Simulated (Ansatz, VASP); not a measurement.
## Two plane-wave programs on MgB2

```xyz
6
Lattice="3.3108 0.0000 0.0000 0.0000 3.3108 0.0000 0.0000 0.0000 7.0811" Properties=species:S:1:pos:R:3 pbc="T T T"
Mg    0.0000    1.6554    2.2672
Mg    1.6554    0.0000    4.8139
B     1.6554    0.8403    0.6954
B     1.6554    2.4705    0.6954
B     0.8403    1.6554    6.3857
B     2.4705    1.6554    6.3857
```

Alike in both runs: functional PBE; k mesh 12 × 12 × 6; occupations gaussian, width 0.1 eV; no spin polarisation.

Ansatz relaxed the structure, and its values are those at the end. VASP's run is a single point on that final structure, the one shown.

```csv
,VASP,Ansatz
version,VASP 6.6.1,Ansatz 0.2.0
potentials or method,"VASP PAW PBE potentials, release 64 (Mg, B), cutoff 520 eV","scalar-relativistic, plane waves, PAW"
valence electrons in the cell,16,32
```

```csv
,VASP,Ansatz,Ansatz less VASP
gap on the k mesh at the Fermi level (eV),none,none,-
pressure (GPa),-0.1,0.0,+0.11
rms of the force components (eV/Å),0.013,0.004,-0.0086
```

A gap of «none» marks a metal or a gap that the smearing closes. VASP's potentials hold 16 valence electrons a cell and Ansatz's 32, so a difference there can come from the potentials and not from the codes.
